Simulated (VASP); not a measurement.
# Be4S: single point with PBE

Be4S:

```xyz
10
Lattice="1.8165 -3.1607 0.0000 1.8165 3.1607 0.0000 -0.2889 0.0000 9.5377" Properties=species:S:1:pos:R:3 pbc="T T T"
Be    2.0764    2.1443    0.4785
Be    1.9320   -2.1443    5.2473
Be    2.8294   -0.3598    2.4382
Be    0.8289   -0.7105    6.7545
Be    0.9831   -1.4043    2.5231
Be    2.6850    0.3598    7.2071
Be    0.9733    0.7105    1.9856
Be    0.8387    1.4043    7.2919
S     1.7172   -2.1099    9.2651
S     1.8617    2.1099    4.4963
```

```yaml
Program: VASP 6.6.1
Task: single point
Functional: PBE
Potentials_or_basis: VASP PAW PBE potentials, release 64 (Be, S)
Cutoff: 520 eV
k_mesh: 6 × 6 × 2
Occupations: gaussian, width 0.1 eV
Spin: no spin polarisation
```

```json
{"Pressure": "0.1 GPa", "Largest force": "0.020 eV/Å", "Band gap on the k mesh": "zero (band 14 reaches 7.16 eV, above the bottom of band 15 at 6.19 eV)"}
```

Forces in eV/Å, atoms in the order of the input:
```
Be  -0.003 -0.002 -0.012
Be  -0.003  0.002 -0.012
Be  -0.006  0.008 -0.001
Be   0.003  0.019  0.006
Be   0.005  0.010 -0.003
Be  -0.006 -0.008 -0.001
Be   0.003 -0.019  0.006
Be   0.005 -0.010 -0.003
S    0.001  0.008  0.011
S    0.001 -0.008  0.011
```

Stress tensor (GPa, compression positive):
```
 0.03  0.00 -0.03
 0.00  0.10  0.00
-0.03  0.00  0.29
```

Levels at points of the mesh, in eV from the Fermi level:
```tsv
k point	band 10	band 11	band 12	band 13	band 14	band 15	band 16	band 17	band 18	band 19
(0.00, 0.00, 0.00)	-2.54	-1.29	-0.20	0.57	0.93	1.08	1.47	1.62	1.77	1.88
(0.50, 0.00, 0.00)	-4.38	-3.72	-3.15	-2.12	-1.59	0.86	0.96	1.48	2.75	3.01
(0.50, 0.50, 0.00)	-4.26	-3.74	-3.48	-2.28	-1.84	1.12	1.37	2.34	2.41	3.36
(0.00, 0.00, 0.50)	-3.60	-0.47	-0.47	0.85	0.85	1.41	1.41	1.75	1.75	2.62
(0.50, 0.00, 0.50)	-4.77	-2.93	-2.66	-1.95	-1.60	-0.01	0.66	1.79	2.34	2.84
(0.50, 0.50, 0.50)	-4.77	-2.90	-2.90	-1.99	-1.99	0.68	0.68	2.59	2.59	2.74
```

Run time: 36 s on 1 thread of Intel(R) Xeon(R) 6975P-C (Granite Rapids), with other jobs on the host, peak memory 0.24 GiB.
